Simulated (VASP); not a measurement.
A run of VASP 6.6.1:

The input INCAR:

```
ALGO = Normal ; EDIFF = 1E-7
EDIFFG = -0.04 ; ENCUT = 600
GGA = PE ; IBRION = 2
ISIF = 3 ; ISMEAR = 0
LASPH = T ; LCHARG = F
LREAL = F ; LWAVE = F
NELM = 100 ; NSW = 90
PREC = Accurate ; SIGMA = 0.1
```

Contents of KPOINTS:

```
k-points
0
Gamma
  4 4 4
```

Contents of POSCAR:

```
Mo3W
1.0
    0.0000000000      3.2911726200      3.2911726200
    3.2911726200      0.0000000000      3.2911726200
    3.2911726200      3.2911726200      0.0000000000
Mo W
3 1
Direct
    0.7500000000      0.7500000000      0.7500000000
    0.2500000000      0.2500000000      0.2500000000
    0.0000000000      0.0000000000      0.0000000000
    0.5000000000      0.5000000000      0.5000000000
```

Potentials or basis: VASP PAW PBE potentials, release 64 (Mo_sv, W_sv).

Command:

```sh
$ cat potpaw_PBE.64/Mo_sv/POTCAR potpaw_PBE.64/W_sv/POTCAR > POTCAR
$ mpirun -np 1 vasp_std > vasp.out
```

Hardware: 1 thread of Intel(R) Xeon(R) Platinum 8259CL CPU @ 2.50GHz (Skylake/Cascade Lake), with other jobs on the host.

Problem. How long does it take, and how much memory?

Solution. Wall time 2.5 min on 1 thread of Intel(R) Xeon(R) Platinum 8259CL CPU @ 2.50GHz (Skylake/Cascade Lake), on a shared host, peak memory 0.25 GiB. Counts: scf iterations 64, k points 8, ion steps 5.
